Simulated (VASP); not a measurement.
Write the native input for VASP 6.6.1 that does the following.

```yaml
Task: single point
Functional: PBE
Potentials_or_basis: VASP PAW PBE potentials, release 64 (Pb_d, Se)
Cutoff: 500 eV
k_mesh: 3 × 5 × 5, shifted
Occupations: fermi-dirac, width 0.0201 eV
Spin: collinear spin
Starting_moments: "[0.2, 0.2, 0.2, 0.2] μB"
Dipole_correction: no
Further_INCAR_settings: ALGO = Normal; EDIFF = 1e-06; NBANDS = 32
```

The structure of PbSe lies in POSCAR:

```
PbSe
1.0
   -3.0737574200      6.1428419600      3.0681215600
    3.0950588100      0.0052137300      3.0789965100
    3.1091819400      3.0935874400     -0.0089083900
Pb Se
2 2
Direct
    0.0162950000      0.0592250000      0.9975630000
    0.4763770000      0.3856120000      0.0295150000
    0.2573550000      0.7989320000      0.5377080000
    0.7539810000      0.2642990000      0.4924530000
```

These files were run (other wordings do the same):

INCAR

```
SYSTEM = PbSe
PREC     = Accurate       ! precision mode
ENCUT    = 500            ! plane-wave cutoff, eV
EDIFF    = 1E-6           ! SCF threshold, eV
ISMEAR   = -1             ! smearing method
SIGMA    = 0.0201         ! smearing width, eV
LREAL    = .False.        ! projectors in reciprocal space
LASPH    = .True.         ! aspherical terms in the spheres
NELM     = 200            ! most SCF steps
ALGO     = Normal         ! electronic algorithm
ISIF     = 2              ! what is computed and relaxed
LWAVE    = .False.        ! write WAVECAR
LCHARG   = .False.        ! write CHGCAR
ISPIN    = 2              ! spin polarisation
MAGMOM   = 0.2 0.2 0.2 0.2 ! initial moments
LORBIT   = 11             ! projections on sites
GGA      = PE             ! functional
NBANDS   = 32             ! bands
GGA_COMPAT= .False.
```

KPOINTS

```
Automatic mesh
0
Gamma
  3 5 5
  0.5 0 0
```

Potentials or basis: VASP PAW PBE potentials, release 64 (Pb_d, Se).

The run is started by

```sh
$ cat potpaw_PBE.64/Pb_d/POTCAR potpaw_PBE.64/Se/POTCAR > POTCAR
$ mpirun -np 1 vasp_std > vasp.out
```

Results of the run:

```
Pressure                                              : 4.5 GPa
Largest force                                         : 2.940 eV/Å
Band gap on the k mesh                                : 0.95 eV (least direct gap 1.04 eV)
Net moment                                            : 0.00 μB per cell
Valence electrons inside the program's atomic spheres : Pb 11.85, 11.94; Se 3.88, 3.79
```

Caveat: the stress differs along the axes, from 2 to 9 GPa; spin-orbit coupling is left out, which moves the levels of the heavy elements; a shifted mesh leaves out Γ, where band edges can lie; forces of over 1 eV/Å act on the atoms, so gaps and moduli don't describe the material at rest.

Wall time 4.8 min on 1 thread of Oxide Virtual Turin-like Processor, with other jobs on the host, peak memory 0.36 GiB.
